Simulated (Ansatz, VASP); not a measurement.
**NaI: VASP beside Ansatz**

File POSCAR:

```
NaI
1.0
    3.2364000000      3.2364000000      0.0000000000
   -3.2364000000      3.2364000000      0.0000000000
    0.0000000000      3.2364000000      3.2364000000
Na I
1 1
Direct
    0.0000000000      0.0000000000      0.0000000000
    0.5000000000      0.5000000000      0.0000000000
```

File INCAR.step1:

```
  ALGO = Normal
  EDIFF = 1E-4
  ENCUT = 600
  GGA = PE
  ISMEAR = -1
  LASPH = T
  LCHARG = F
  LREAL = F
  LWAVE = T
  NELM = 60
  PREC = Accurate
  SIGMA = 0.08
```

INCAR.step2

```
  ALGO = Normal
  EDIFF = 1E-6
  EDIFFG = -0.002
  ENCUT = 600
  IBRION = 2
  ISIF = 3
  ISMEAR = -1
  ISTART = 1
  LASPH = T
  LCHARG = F
  LMIXTAU = T
  LREAL = F
  LWAVE = F
  METAGGA = R2SCAN
  NELM = 60
  NSW = 100
  PREC = Accurate
  SIGMA = 0.08
```

Contents of KPOINTS:

```
k-points
0
Gamma
  10 10 10
```

Input for Ansatz:

```yaml
crystal:
  lattice:
    - [3.2364, 3.2364, 0.0]
    - [-3.2364, 3.2364, 0.0]
    - [0.0, 3.2364, 3.2364]
  atoms:
    - { symbol: Na, position: [0.0, 0.0, 0.0] }
    - { symbol: I, position: [0.5, 0.5, 0.0] }
kpoints:
  mp_grid: { grid: [10, 10, 10] }
scf:
  occupations: { method: fermi_dirac, width: 0.08 }
hamiltonian:
  xc: r2scan
  pseudopotentials: { kind: paw }
relax:
  f_tol: 0.002
  max_steps: 80
  cell: {}
output:
  forces: true
  stress: true
```

Alike in both runs: task relaxation of cell and atoms; functional r2SCAN; k mesh 10 × 10 × 10; occupations fermi-dirac, width 0.08 eV; no spin polarisation.

|  | VASP | Ansatz |
| --- | --- | --- |
| version | VASP 6.6.1 | Ansatz 0.2.0 |
| potentials or method | VASP PAW PBE potentials, release 64 (Na_pv, I) | PAW with Ansatz's default frozen-core files, scalar-relativistic |
| plane-wave cutoff (eV) | 600 | 500 |
| valence electrons in the cell | 14 | 26 |

```tsv
	VASP	Ansatz	Ansatz less VASP
relaxed volume (Å³/atom)	33.47	33.80	+0.338
relaxed length of the cell vector where the two differ most in proportion (Å)	4.557	4.573	+0.0153
```

VASP's potentials were made for PBE, not for r2SCAN. VASP's potentials hold 14 valence electrons a cell and Ansatz's 26, so a difference there can come from the potentials and not from the codes.

Neither program's run includes spin-orbit coupling.
